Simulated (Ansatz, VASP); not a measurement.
**One calculation of MgB2, two programs**

```
Mg B
1.0
     3.07679    0.00000    0.00000
    -1.53839    2.66457    0.00000
     0.00000    0.00000    3.51970
Mg B
1 2
Cartesian
  0.0000 0.0000 0.0000
  0.0000 1.7764 1.7598
  1.5384 0.8882 1.7598
```

Alike in both runs: functional PBE; k mesh 14 × 14 × 12; occupations gaussian, width 0.05 eV; no spin polarisation.

Ansatz relaxed the structure, and its values are those at the end. VASP's run is a single point on that final structure, the one shown.

|  | VASP | Ansatz |
| --- | --- | --- |
| version | VASP 6.6.1 | Ansatz 0.2.0 |
| potentials or method | VASP PAW PBE potentials, release 64 (Mg, B), cutoff 520 eV | scalar-relativistic, plane waves, PAW |
| valence electrons in the cell | 8 | 16 |

Ansatz gave:

| Item | Value |
| --- | --- |
| gap on the k mesh at the Fermi level (eV) | none |
| pressure (GPa) | 0.0 |

Q: What did VASP give for the same quantities?

A: gap on the k mesh at the Fermi level (eV): none; pressure (GPa): -0.3.

A gap of «none» marks a metal or a gap that the smearing closes. VASP's potentials hold 8 valence electrons a cell and Ansatz's 16, so a difference there can come from the potentials and not from the codes.
